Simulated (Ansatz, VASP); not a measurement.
Pd: VASP beside Ansatz

The input INCAR:

```
PREC     = Accurate       # precision mode
ENCUT    = 520            # plane-wave cutoff, eV
EDIFF    = 1E-6           # SCF threshold, eV
ISMEAR   = -1             # smearing method
SIGMA    = 0.05           # smearing width, eV
LREAL    = F              # projectors in reciprocal space
LASPH    = T              # aspherical terms in the spheres
NELM     = 150            # most SCF steps
ALGO     = Normal         # electronic algorithm
ISIF     = 2              # what is computed and relaxed
LWAVE    = F              # write WAVECAR
LCHARG   = T              # write CHGCAR
ISPIN    = 2              # spin polarisation
MAGMOM   = 0.5 0.5 0.5    # initial moments
LORBIT   = 11             # projections on sites
LMAXMIX  = 4              # l up to which the mixer works
LELF     = T              # ELF
LVHAR    = T            
NBANDS   = 26             # bands
```

Contents of KPOINTS:

```
Automatic mesh
0
Gamma
  9 9 14
```

POSCAR

```
Pd
1.0
    4.3264875602      0.0000000000      0.0000000000
   -2.1632437801      3.7468481363      0.0000000000
    0.0000000000      0.0000000000      2.5671586312
Pd
3
Direct
    0.0000000000      1.0000000000      0.0000000000
    0.3333333333      0.6666666667      0.5000000000
    0.6666666667      0.3333333333      0.5000000000
```

Input for Ansatz:

```yaml
crystal:
  lattice:
    - [4.3264875602, 0.0, 0.0]
    - [-2.1632437801, 3.7468481363, 0.0]
    - [0.0, 0.0, 2.5671586312]
  atoms:
    - { symbol: Pd, position: [0.0, 1.0, 0.0], spin: 0.5 }
    - { symbol: Pd, position: [0.3333333333, 0.6666666667, 0.5], spin: 0.5 }
    - { symbol: Pd, position: [0.6666666667, 0.3333333333, 0.5], spin: 0.5 }
hamiltonian:
  xc: lda
  pseudopotentials:
    kind: paw
    azcp:
      Pd: "pseudopotentials/Pd.paw.azcp"
basis:
  ecutwfc: 420
  fft_grid_basis: typed
kpoints:
  mp_grid: { grid: [9, 9, 14], shift: [0, 0, 0] }
magnetization:
  spin_polarized: true
scf:
  occupations: { method: fermi_dirac, width: 0.05 }
  lower_state_search: "off"
output:
  stress: true
```

Alike in both runs: task single point; functional LDA; k mesh 9 × 9 × 14; occupations fermi-dirac, width 0.05 eV; collinear spin.

|  | VASP | Ansatz |
| --- | --- | --- |
| version | VASP 6.6.1 | Ansatz 0.2.0 |
| potentials or method | VASP PAW LDA potentials, release 64 (Pd), cutoff 520 eV | plane waves (420 eV) with PAW, scalar-relativistic |
| valence electrons in the cell | 30 | 54 |

Ansatz gave:

| Item | Value |
| --- | --- |
| pressure (GPa) | 10.0 |
| traceless stress, the component that is largest in VASP (GPa) | 0.71 |
| net moment per atom (μB) | 0.00 |

Problem. What did VASP give for the same quantities?

Solution. Pressure (GPa): 10.2; traceless stress, the component that is largest in VASP (GPa): 0.74; net moment per atom (μB): 0.00.

Ansatz warns that its potentials were made for another functional, while VASP's fit it. LDA's correlation is that of Perdew and Zunger in VASP and of Perdew and Wang (1992) in Ansatz. VASP's potentials hold 30 valence electrons a cell and Ansatz's 54, so a difference there can come from the potentials and not from the codes. Ansatz's warnings: seeded moment not kept.
